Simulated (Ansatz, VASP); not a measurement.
# LaC2: VASP beside Ansatz

```
La C
1.0
    -1.96700    1.96700    3.28600
     1.96700   -1.96700    3.28600
     1.96700    1.96700   -3.28600
La C
1 2
Direct
  0.00000 0.00000 0.00000
  0.40300 0.40300 0.00000
  0.59700 0.59700 0.00000
```

Alike in both runs: task single point; functional LDA; k mesh 6 × 6 × 6; occupations gaussian, width 0.1 eV; no spin polarisation.

|  | VASP | Ansatz |
| --- | --- | --- |
| version | VASP 6.6.1 | Ansatz 0.2.0 |
| potentials or method | VASP PAW LDA potentials, release 64 (La, C), cutoff 600 eV | scalar-relativistic, plane waves, PAW |
| valence electrons in the cell | 19 | 19 |

Ansatz gave:

| Property | Result |
| --- | --- |
| gap on the k mesh at the Fermi level (eV) | none |
| pressure (GPa) | -3.8 |
| traceless stress, the component that is largest in VASP (GPa) | 1.41 |
| rms of the force components (eV/Å) | 0.346 |

What did VASP give for the same quantities?

gap on the k mesh at the Fermi level (eV): none; pressure (GPa): -3.7; traceless stress, the component that is largest in VASP (GPa): 1.59; rms of the force components (eV/Å): 0.388.

LDA's correlation is that of Perdew and Zunger in VASP and of Perdew and Wang (1992) in Ansatz. Atom by atom the forces differ by 0.042 eV/Å (rms over components). A gap of «none» marks a metal or a gap that the smearing closes.

The k mesh is coarse, so the values compare programs but aren't converged. Spin-orbit coupling is off throughout.
